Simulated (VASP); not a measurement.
Wanted: the native input for a VASP 6.6.1 run.

- Task: single point
- Functional: BLYP
- Potentials or basis: VASP PAW PBE potentials, release 64 (Cd, Se)
- Cutoff: 520 eV
- k mesh: 8 × 8 × 8
- Occupations: fermi-dirac, width 0.05 eV
- Spin: no spin polarisation
- Dipole correction: no
- Further INCAR settings: ALGO = Normal; EDIFF = 1e-07; NBANDS = 16

The structure of CdSe lies in POSCAR:

```
CdSe
1.0
    0.0000000000      3.0075950161      3.0075950161
    3.0075950161      0.0000000000      3.0075950161
    3.0075950161      3.0075950161      0.0000000000
Cd Se
1 1
Direct
    0.0000000000      0.0000000000      0.0000000000
    0.2500000000      0.2500000000      0.2500000000
```

These files were run (other wordings do the same):

INCAR

```
  PREC = Accurate
  ENCUT = 520
  EDIFF = 1E-7
  ISMEAR = -1
  SIGMA = 0.05
  LREAL = F
  LASPH = T
  NELM = 100
  ALGO = Normal
  ISIF = 2
  LWAVE = F
  LCHARG = T
  GGA = B5
  ALDAX = 1.0
  AGGAX = 1.0
  AGGAC = 1.0
  ALDAC = 0.0
  LELF = T
  LVHAR = T
  NBANDS = 16
```

KPOINTS

```
regular mesh
0
Gamma
  8 8 8
```

Potentials or basis: VASP PAW PBE potentials, release 64 (Cd, Se).

Launch:

```bash
$ cat potpaw_PBE.64/Cd/POTCAR potpaw_PBE.64/Se/POTCAR > POTCAR
$ mpirun -np 1 vasp_std > vasp.out
```

It gave:

```
Pressure               : 8.5 GPa
Band gap on the k mesh : 0.64 eV, direct
```

Caveat: the PAW data sets were made with another functional, which shifts forces and pressure a little.

Wall time 26 s on 1 thread of Intel Xeon 6975P-C (shared host), peak memory 0.19 GiB.
